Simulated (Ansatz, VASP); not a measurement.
## Mg in VASP and in Ansatz

The input POSCAR:

```
Mg
1.0
   -1.7727644950      1.7727644950      1.7727644950
    1.7727644950     -1.7727644950      1.7727644950
    1.7727644950      1.7727644950     -1.7727644950
Mg
1
Direct
    0.0000000000      0.0000000000      0.0000000000
```

The input INCAR.step1:

```
SYSTEM = Mg
PREC = Accurate
ENCUT = 520
EDIFF = 1E-5
ISMEAR = -1
SIGMA = 0.05
LREAL = .False.
LASPH = .True.
NELM = 120
ALGO = Normal
ISIF = 2
LWAVE = .True.
LCHARG = .False.
NBANDS = 7
GGA = PE
GGA_COMPAT = .False.
```

File INCAR.step2:

```
SYSTEM = Mg
PREC = Accurate
ENCUT = 520
EDIFF = 1E-6
ISMEAR = -1
SIGMA = 0.05
LREAL = .False.
LASPH = .True.
NELM = 120
ALGO = Normal
ISIF = 2
LWAVE = .False.
LCHARG = .False.
GGA = B5
LHFCALC = .True.
AEXX = 0.2
AGGAX = 0.72
AGGAC = 0.81
ALDAC = 0.19
PRECFOCK = Normal
NBANDS = 7
ISTART = 1
GGA_COMPAT = .False.
```

File KPOINTS:

```
Automatic mesh
0
Gamma
  8 8 8
  0 0 0
```

File input.yaml:

```yaml
crystal:
  lattice: { a: 3.54552899, b: 3.54552899, c: 3.54552899, alpha: 90.0, beta: 90.0, gamma: 90.0 }
  space_group: 229
  reduce_to_primitive: true
  atoms:
    - { symbol: Mg, wyckoff: "2a", position: [0.0, 0.0, 0.0] }
hamiltonian:
  xc: b3lyp5
  pseudopotentials: { kind: paw }
kpoints:
  mp_grid: { grid: [8, 8, 8] }
scf:
  occupations: { method: fermi_dirac, width: 0.05 }
  n_extra_bands: 6
output:
  forces: true
  stress: true
  eigenvalues: true
  dos: { projected: true, de: 0.05 }
```

Alike in both runs: functional B3LYP5; k mesh 8 × 8 × 8; occupations fermi-dirac, width 0.05 eV; no spin polarisation.

|  | VASP | Ansatz |
| --- | --- | --- |
| version | VASP 6.6.1 | Ansatz 0.2.0 |
| potentials or method | VASP PAW PBE potentials, release 64 (Mg) | Ansatz PAW |
| plane-wave cutoff (eV) | 520 | 420 |
| valence electrons in the cell | 2 | 10 |
| task | single point | projected density of states |

VASP gave:

* gap on the k mesh at the Fermi level (eV): none
* pressure (GPa): 1.0

Problem. Which values does Ansatz return?

Solution. gap on the k mesh at the Fermi level (eV): none; pressure (GPa): 0.8.

VASP's potentials were made for PBE, not for B3LYP5. A gap of «none» marks a metal or a gap that the smearing closes. VASP's potentials hold 2 valence electrons a cell and Ansatz's 10, so a difference there can come from the potentials and not from the codes.
